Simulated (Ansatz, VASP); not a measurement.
## One calculation of W, two programs

```
W
1.0
     5.07835    0.00000    0.00000
     0.00000    5.07835    0.00000
     0.00000    0.00000    5.07835
W
8
Direct
  0.00000 0.00000 0.00000
  0.50000 0.50000 0.50000
  0.00000 0.50000 0.25000
  0.00000 0.50000 0.75000
  0.25000 0.00000 0.50000
  0.75000 0.00000 0.50000
  0.50000 0.75000 0.00000
  0.50000 0.25000 0.00000
```

Alike in both runs: functional PBE; k mesh 5 × 5 × 5; occupations fermi-dirac, width 0.1 eV; no spin polarisation.

Ansatz relaxed the structure, and its values are those at the end. VASP's run is a single point on that final structure, the one shown.

|  | VASP | Ansatz |
| --- | --- | --- |
| version | VASP 6.6.1 | Ansatz 0.2.0 |
| potentials or method | VASP PAW PBE potentials, release 64 (W_sv), cutoff 520 eV | plane waves (420 eV) with PAW, scalar-relativistic |
| valence electrons in the cell | 112 | 112 |

|  | VASP | Ansatz | Ansatz less VASP |
| --- | --- | --- | --- |
| pressure (GPa) | 0.6 | 0.0 | -0.58 |

Neither program's run includes spin-orbit coupling.
